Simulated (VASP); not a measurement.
RbBr:

```
Rb Br
1.0
     0.00000    3.86950    3.86950
     3.86950    0.00000    3.86950
     3.86950    3.86950    0.00000
Rb Br
1 1
Direct
  0.00000 0.00000 0.00000
  0.25000 0.25000 0.25000
```

Base run:

* Program: VASP 6.6.1
* Functional: r2SCAN
* Potentials or basis: VASP PAW PBE potentials, release 64 (Rb_sv, Br)
* Cutoff: 520 eV
* k mesh: 4 × 4 × 4
* Occupations: gaussian, width 0.01 eV
* Spin: no spin polarisation

Its results: band gap on the k mesh 4.65 eV (least direct gap 4.73 eV); pressure 0.0 GPa.

**Question.** The run is repeated on the same cell with these changes: functional from r2SCAN to PBE; further incar settings from ALGO = Normal; EDIFF = 1e-07; NBANDS = 15 to ALGO = Normal; EDIFF = 1e-06; NBANDS = 15. What comes out?

**Answer.** Band gap on the k mesh 4.07 eV (least direct gap 4.16 eV); pressure 0.2 GPa.

Caveats: the PAW data sets were made with another functional, which shifts forces and pressure a little (at least some runs).

A k mesh can miss the band edges.
